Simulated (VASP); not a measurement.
# Al (I4/mmm) in VASP: a series of runs, part 2 of 2

VASP 6.6.1. Earlier steps stand in the parts before.

### Step 3. Single point, PBE+D3(BJ) (strain +0.080 along x and y, +0.040 along z)

INCAR

```
ALGO = Fast
EDIFF = 1E-6
ENCUT = 520
GGA = PE
ISIF = 2
ISMEAR = 0
IVDW = 12
LASPH = True
LCHARG = False
LREAL = False
LWAVE = False
NBANDS = 8
NELM = 60
PREC = Accurate
SIGMA = 0.15
```

KPOINTS

```
k-points
0
Gamma
  26 26 26
```

POSCAR

```
Al
1.0
    0.0000000000      2.1506718558      2.0710173426
    2.1506718558      0.0000000000      2.0710173426
    2.1506718558      2.1506718558      0.0000000000
Al
1
Direct
    0.0000000000      0.0000000000      0.0000000000
```

Potentials or basis: VASP PAW PBE potentials, release 64 (Al).

On the command line:

```sh
cat potpaw_PBE.64/Al/POTCAR > POTCAR
mpirun -np 1 vasp_std > vasp.out
```

OUTCAR:

```text
EDIFF = 1E-6
   ENCUT = 520
   GGA = PE
   ISIF = 2
   ISMEAR = 0
   IVDW = 12
   LASPH = True
   LREAL = False
   NELM = 60
   PREC = Accurate
 IVDW          = 12

 ion  position               nearest neighbor table
   1  0.000  0.000  0.000-

  LATTYP: Found a body centered tetragonal cell.
 ALAT       =     3.0415093067
 C/A-ratio  =     1.3618352823

  Lattice vectors:

 A1 = (   0.0000000000,  -2.1506718558,  -2.0710173426)
 A2 = (   0.0000000000,   2.1506718558,  -2.0710173426)
 A3 = (   2.1506718558,   0.0000000000,   2.0710173426)

Analysis of symmetry for initial positions (statically):
=====================================================================
 Subroutine PRICEL returns:
 Original cell was already a primitive cell.

 Routine SETGRP: Setting up the symmetry group for a
 body centered tetragonal supercell.

 Subroutine GETGRP returns: Found 16 space group operations
 (whereof 16 operations were pure point group operations)
 out of a pool of 16 trial point group operations.

The static configuration has the point symmetry D_4h.

Analysis of symmetry for dynamics (positions and initial velocities):
=====================================================================
 Subroutine PRICEL returns:
 Original cell was already a primitive cell.

 Routine SETGRP: Setting up the symmetry group for a
 body centered tetragonal supercell.

 Subroutine GETGRP returns: Found 16 space group operations
 (whereof 16 operations were pure point group operations)
 out of a pool of 16 trial point group operations.

The dynamic configuration has the point symmetry D_4h.

 Subroutine INISYM returns: Found 16 space group operations
 (whereof 16 operations are pure point group operations),
 and found     1 'primitive' translations

----------------------------------------------------------------------------------------

                                     Primitive cell

  volume of cell :      19.1585

  direct lattice vectors                    reciprocal lattice vectors
     0.000000000  2.150671856  2.071017343    -0.232485490  0.232485490  0.241427240
     2.150671856  0.000000000  2.071017343     0.232485490 -0.232485490  0.241427240
     2.150671856  2.150671856  0.000000000     0.232485490  0.232485490 -0.241427240

  length of vectors
     2.985716374  2.985716374  3.041509307     0.407904545  0.407904545  0.407904545

  position of ions in fractional coordinates (direct lattice)
     0.000000000  0.000000000  0.000000000

  ion indices of the primitive-cell ions
   primitive index   ion index
                 1           1

----------------------------------------------------------------------------------------

 KPOINTS: k-points

Automatic generation of k-mesh.
 Grid dimensions read from file:
 generate k-points for:   26   26   26

 Generating k-lattice:

  Cartesian coordinates                     Fractional coordinates (reciprocal lattice)
    -0.008941750  0.008941750  0.009285663     0.038461538  0.000000000  0.000000000
     0.008941750 -0.008941750  0.009285663     0.000000000  0.038461538  0.000000000
     0.008941750  0.008941750 -0.009285663     0.000000000  0.000000000  0.038461538

  Length of vectors
     0.015688636  0.015688636  0.015688636

  Shift w.r.t. Gamma in fractional coordinates (k-lattice)
     0.000000000  0.000000000  0.000000000

 Subroutine IBZKPT returns following result:
 ===========================================

 Found   1330 irreducible k-points:

 Following reciprocal coordinates:
            Coordinates               Weight
  0.000000  0.000000  0.000000      1.000000
  0.038462  0.000000  0.000000      8.000000
  0.076923  0.000000  0.000000      8.000000
  0.115385 -0.000000  0.000000      8.000000
  0.153846 -0.000000  0.000000      8.000000
  0.192308  0.000000  0.000000      8.000000
[... 16 lines left out ...]
  0.346154  0.038462  0.000000      8.000000
  0.384615  0.038462  0.000000      8.000000
 [... further k-points ...]
   k-points           NKPTS =   1330   k-points in BZ     NKDIM =   1330   number of bands    NBANDS=      8
   number of dos      NEDOS =    301   number of ions     NIONS =      1
   total plane-waves  NPLWV =  13824
   dimension x,y,z NGX =    24 NGY =   24 NGZ =   24
   dimension x,y,z NGXF=    48 NGYF=   48 NGZF=   48
   ions per type =               1
   NGX,Y,Z   is equivalent  to a cutoff of  13.36, 13.36, 13.12 a.u.
   NGXF,Y,Z  is equivalent  to a cutoff of  26.73, 26.73, 26.24 a.u.
 SYSTEM =  unknown system
   PREC   = accura    normal or accurate (medium, high low for compatibility)
   ISTART =      0    job   : 0-new  1-cont  2-samecut
   ICHARG =      2    charge: 1-file 2-atom 10-const
   ISPIN  =      1    spin polarized calculation?
   LNONCOLLINEAR =      F non collinear calculations
   LSORBIT =      F    spin-orbit coupling
   LASPH  =      T    aspherical Exc in radial PAW
   ENCUT  =  520.0 eV  38.22 Ry    6.18 a.u.   5.55  5.55  5.66*2*pi/ulx,y,z
   NELM   =     60;   NELMIN=  2; NELMDL= -5     # of ELM steps
   EDIFF  = 0.1E-05   stopping-criterion for ELM
   LREAL  =      F    real-space projection
   EDIFFG = 0.1E-04   stopping-criterion for IOM
   NSW    =      0    number of steps for IOM
   IBRION =     -1    ionic relax: 0-MD 1-quasi-New 2-CG
   NFREE  =      0    steps in history (QN), initial steepest desc. (CG)
   ISIF   =      2    stress and relaxation
   ISYM   =      2    0-nonsym 1-usesym 2-fastsym
   POTIM  = 0.5000    time-step for ionic-motion
   TEBEG  =    0.0;   TEEND  =   0.0 temperature during run
   PSTRESS=    0.0 pullay stress
   NELECT =       3.0000    total number of electrons
   NUPDOWN=      -1.0000    fix difference up-down
   EMIN   =  10.00;   EMAX   =-10.00  energy-range for DOS
   EFERMI =   0.00;   METHOD = LEGACY
   ISMEAR =     0;   SIGMA  =   0.15  broadening in eV -4-tet -1-fermi 0-gaus
   EFERMI_NEDOS =   21; number of points for ismear=-14 and -15
   IALGO  =     68    algorithm
   IMIX   =      4    mixing-type and parameters
     AMIX     =   0.40;   BMIX     =  1.00
     AMIX_MAG =   1.60;   BMIX_MAG =  1.00
  volume/ion in A,a.u.               =      19.16       129.29
  Fermi-wavevector in a.u.,A,eV,Ry     =   0.882391  1.667478 10.593693  0.778614
  Thomas-Fermi vector in A             =   2.003016
   LORBIT       =      0    0 simple, 1 ext, 2 COOP (PROOUT), +10 PAW based schemes
   GGA     = PE    functional components
   LHFCALC =     F    Hartree Fock is set to
   AEXX    =    0.0000 exact exchange contribution
   IVDW    =    12    specifies the selected vdW correction
   LEPSILON=     F    determine dielectric tensor
   LRPA    =     F    only Hartree local field effects (RPA)
 non-spin polarized calculation
 RMM-DIIS sequential band-by-band and
 Gauss-broadening in eV      SIGMA  =   0.15
  energy-cutoff  :      520.00
  volume of cell :       19.16
 maximum number of plane-waves:       533
   NGX = 11   NGY = 11   NGZ = 11

 number of electron       3.0000000 magnetization

 Free energy of the ion-electron system (eV)
  ---------------------------------------------------
  ext. energy  EPLUGINS =         0.00000000
  ---------------------------------------------------
  free energy    TOTEN  =        -3.66858437 eV

  energy without entropy =       -3.66361099  energy(sigma->0) =       -3.66609768

 E-fermi :   6.5122     XC(G=0):  -9.6674

 val. band max:        6.5117896781   @ k =  -0.3077   0.1154   0.0385
 cond. band min:       6.5165334946   @ k =  -0.4231   0.1538   0.3462
 fundamental gap:      0.0047438165
 Fermi energy:         6.5121989036

 k-point     1 :       0.0000    0.0000    0.0000
  band No.  band energies     occupation
      1      -3.6156      2.00000
      2      18.2442      0.00000
      3      18.2442      0.00000
      4      18.6145      0.00000
      5      18.7282      0.00000
      6      18.8277      0.00000
      7      18.8277      0.00000
      8      21.9740      0.00000
[... 243 lines left out ...]
 k-point    24 :       0.3846    0.0385    0.0000
  band No.  band energies     occupation
      1      -0.1916      2.00000
      2       5.8211      2.00000
      3      15.2272      0.00000
      4      16.5299      0.00000
      5      17.9572      0.00000
      6      18.5007      0.00000
      7      20.3142      0.00000
      8      21.9553      0.00000

 [... further k-points ...]

------------------------ aborting loop because EDIFF is reached ----------------------------------------

 Edisp (eV)   -0.28819

 E8    (eV) :    -0.1287

  FORCE on cell =-STRESS in cart. coord.  units (eV):
  Direction    XX          YY          ZZ          XY          YZ          ZX
  --------------------------------------------------------------------------------------
  -------------------------------------------------------------------------------------
  Total      -1.30881    -1.30881    -1.18098     0.00000     0.00000     0.00000
  in kB    -109.45273  -109.45273   -98.76264     0.00000     0.00000     0.00000
  external pressure =     -105.89 kB  Pullay stress =        0.00 kB

 VOLUME and BASIS-vectors are now :
 -----------------------------------------------------------------------------
  energy-cutoff  :      520.00
  volume of cell :       19.16
      direct lattice vectors                 reciprocal lattice vectors
     0.000000000  2.150671856  2.071017343    -0.232485490  0.232485490  0.241427240
     2.150671856  0.000000000  2.071017343     0.232485490 -0.232485490  0.241427240
     2.150671856  2.150671856  0.000000000     0.232485490  0.232485490 -0.241427240

 POSITION                                       TOTAL-FORCE (eV/Angst)
 -----------------------------------------------------------------------------------
      0.00000      0.00000      0.00000         0.000000      0.000000      0.000000
 -----------------------------------------------------------------------------------
    total drift:                               -0.000000      0.000000      0.000000

  FREE ENERGIE OF THE ION-ELECTRON SYSTEM (eV)
  ---------------------------------------------------
  free  energy   TOTEN  =        -3.9567694973 eV

  energy  without entropy=       -3.9517961149  energy(sigma->0) =       -3.95428281
```

stdout:

```text
POSCAR found type information on POSCAR Al
 POSCAR found :  1 types and       1 ions
 scaLAPACK will be used
 LDA part: xc-table for (Slater+PW92), standard interpolation
 POSCAR, INCAR and KPOINTS ok, starting setup
 FFT: planning ... GRIDC
 FFT: planning ... GRID_SOFT
 FFT: planning ... GRID
 WAVECAR not read
 entering main loop
```

It took 41 s on 1 thread of Intel Xeon 6975P-C (Granite Rapids), shared host; peak memory 0.29 GiB.

What came out:

* Free energy: -3.9568 eV
* Pressure: -10.6 GPa
* Dispersion energy per atom: -0.288 eV

Caveat: the cell differs from its parent crystal (strain +0.080 along x and y, +0.040 along z); pairwise dispersion overbinds metals, which lowers pressure and volume.

### Step 4. Single point, PBE+D3(BJ) (strain -0.080 along x and y, -0.040 along z)

INCAR

```
  PREC = Accurate
  ENCUT = 520
  EDIFF = 1E-6
  ISMEAR = 0
  SIGMA = 0.15
  LREAL = F
  LASPH = T
  NELM = 100
  ALGO = Normal
  ISIF = 2
  LWAVE = F
  LCHARG = F
  GGA = PE
  IVDW = 12
  NBANDS = 8
```

KPOINTS

```
Automatic mesh
0
Gamma
  26 26 26
```

POSCAR

```
Al
1.0
    0.0000000000      1.8320538030      1.9117083162
    1.8320538030      0.0000000000      1.9117083162
    1.8320538030      1.8320538030      0.0000000000
Al
1
Direct
    0.0000000000      0.0000000000      0.0000000000
```

On the command line:

```sh
cat potpaw_PBE.64/Al/POTCAR > POTCAR
mpirun -np 1 vasp_std > vasp.out
```

Run time: 36 s. Hardware: 1 thread of Intel Xeon 6975P-C (Granite Rapids), shared host; peak memory 0.23 GiB.

Results (log left out):

```yaml
Free_energy: -3.8676 eV
Pressure: 28.6 GPa
Dispersion_energy_per_atom: -0.437 eV
```

Stress tensor (GPa, compression positive):
```
31.00  0.00  0.00
 0.00 31.00  0.00
 0.00  0.00 23.94
```

Levels at points of the mesh, in eV from the Fermi level:
```
           k point  band 1  band 2  band 3  band 4  band 5  band 6
(0.00, 0.00, 0.00)  -12.96   13.79   14.34   14.34   17.71   17.71
(0.50, 0.00, 0.00)   -5.61   -4.72   12.11   13.30   13.60   15.09
(0.50, 0.50, 0.00)   -3.99   -2.34    5.71    7.59    7.59   12.44
(0.50, 0.00, 0.50)   -3.24   -1.44    5.15    6.52    6.80   11.67
```

Caveat: the cell differs from its parent crystal (strain -0.080 along x and y, -0.040 along z); pairwise dispersion overbinds metals, which lowers pressure and volume.

### Step 5. The runs side by side

```csv
cell,gap on the mesh (eV),pressure (GPa)
"a = 2.986, b = 2.986, c = 2.929 Å, angles 60.6, 60.6, 58.7°, 1 atom",none,-9.3
"a = 2.986, b = 2.986, c = 3.042 Å, angles 59.4, 59.4, 61.2°, 1 atom",none,-10.6
"a = 2.648, b = 2.648, c = 2.591 Å, angles 60.7, 60.7, 58.6°, 1 atom",none,28.6
```

Alike in all rows: task single point; level PBE+D3(BJ); potentials or basis VASP PAW PBE potentials, release 64 (Al); no spin polarisation; k mesh 26 × 26 × 26; cutoff (eV) 520; smearing gaussian 0.15 eV.

Caveats: pairwise dispersion overbinds metals, which lowers pressure and volume.

Total energies depend on the potentials used, so only differences within one code and one set of settings carry meaning.
